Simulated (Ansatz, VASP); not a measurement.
## One calculation of PbS, two programs

File INCAR:

```
SYSTEM = PbS
PREC = Accurate
ENCUT = 520
EDIFF = 1E-7
ISMEAR = -1
SIGMA = 0.02
LREAL = .False.
LASPH = .True.
NELM = 100
ALGO = Normal
ISIF = 2
LWAVE = .False.
LCHARG = .False.
GGA = PE
NBANDS = 28
```

The input KPOINTS:

```
Automatic mesh
0
Gamma
  6 6 2
  0 0 0
```

The input POSCAR:

```
PbS
1.0
    2.9646834814     -2.9646840554     -0.0000051386
    2.9646834814      2.9646840554     -0.0000051386
   -2.0856050981      0.0000000000     22.1612863754
Pb S
2 2
Direct
    0.7373195477      0.7171325633      0.9352364734
    0.2828674367      0.2626804523      0.0647635266
    0.2408129866      0.2203999710      0.9448777147
    0.7796000290      0.7591870134      0.0551222853
```

Input for Ansatz:

```yaml
crystal:
  lattice:
    - [2.9646834814, -2.9646840554, -5.1386e-06]
    - [2.9646834814, 2.9646840554, -5.1386e-06]
    - [-2.0856050981, 0.0, 22.1612863754]
  atoms:
    - { symbol: Pb, position: [0.7373195477, 0.7171325633, 0.9352364734] }
    - { symbol: Pb, position: [0.2828674367, 0.2626804523, 0.0647635266] }
    - { symbol: S, position: [0.2408129866, 0.220399971, 0.9448777147] }
    - { symbol: S, position: [0.779600029, 0.7591870134, 0.0551222853] }
kpoints:
  mp_grid: { grid: [6, 6, 2] }
  band_path:
    path:
      - [0.0, 0.0, 0.0]
      - [0.0, 0.0, 0.5]
      - [-0.4959193223, 0.4959193223, 0.5]
      - [-0.5040806777, -0.4959193223, 0.5]
      - [-0.5, -0.5, 0.5]
      - [-0.5, 0.5, 0.0]
      - [-0.5, 0.0, 0.5]
      - [-0.5, 0.0, 0.0]
      - [-0.4, 0.0, 0.4]
      - [0.0, 0.40625, 0.0]
      - [0.0, 0.421875, 0.0]
    npoints: 1
hamiltonian:
  xc: pbe
scf:
  occupations: { method: fermi_dirac, width: 0.02 }
  n_extra_bands: 5
output:
  forces: true
  stress: true
  eigenvalues: true
```

Alike in both runs: task single point; functional PBE; k mesh 6 × 6 × 2; occupations fermi-dirac, width 0.02 eV; no spin polarisation.

|  | VASP | Ansatz |
| --- | --- | --- |
| version | VASP 6.6.1 | Ansatz 0.2.0 |
| potentials or method | VASP PAW PBE potentials, release 64 (Pb_d, S) | plane waves, PAW |
| plane-wave cutoff (eV) | 520 | 420 |
| valence electrons in the cell | 40 | 40 |

VASP gave:

| Item | Value |
| --- | --- |
| gap on the k mesh at the Fermi level (eV) | 2.00 |
| rms of the force components (eV/Å) | 0.107 |

What did Ansatz give for the same quantities?

gap on the k mesh at the Fermi level (eV): 2.00; rms of the force components (eV/Å): 0.109.

Atom by atom the forces differ by 0.003 eV/Å (rms over components).

Neither program's run includes spin-orbit coupling.
